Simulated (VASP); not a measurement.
CsI: single point with LDA

The system is CsI.

```
CELL_PARAMETERS angstrom
4.66547 0.00000 0.00000
0.00000 4.66547 0.00000
0.00000 0.00000 4.66547
ATOMIC_POSITIONS crystal
Cs 0.00000 0.00000 0.00000
I 0.50000 0.50000 0.50000
```

* Program: VASP 6.6.1
* Task: single point
* Functional: LDA
* Potentials or basis: VASP PAW LDA potentials, release 64 (Cs_sv, I)
* Cutoff: 500 eV
* k mesh: 8 × 8 × 8
* Occupations: gaussian, width 0.05 eV
* Spin: no spin polarisation
* Dipole correction: no
* Further INCAR settings: ALGO = Normal; EDIFF = 1e-06; NBANDS = 15

| Property | Result |
| --- | --- |
| Pressure | -1.9 GPa |
| Band gap on the k mesh | 3.34 eV (least direct gap 3.44 eV) |

Levels at points of the mesh, in eV from the valence-band top:
```
           k point  band 5  band 6  band 7  band 8  band 9  band 10  band 11  band 12
(0.00, 0.00, 0.00)   -7.12   -0.10   -0.10   -0.10    3.34     4.05     4.05     7.53
(0.50, 0.00, 0.00)   -7.07   -1.48   -0.22   -0.22    4.99     5.96     6.20     6.68
(0.50, 0.50, 0.00)   -7.03   -0.83   -0.83    0.00    3.99     4.68     5.93     5.93
(0.50, 0.50, 0.50)   -7.34   -1.20   -1.20   -1.20    6.75     6.75     6.75     7.43
```

Wall time 49 s on 1 thread of Intel Xeon 8259CL, with other jobs on the host, peak memory 0.2 GiB.

Caveat: spin-orbit coupling is left out, which moves the levels of the heavy elements. A k mesh can miss the band edges.
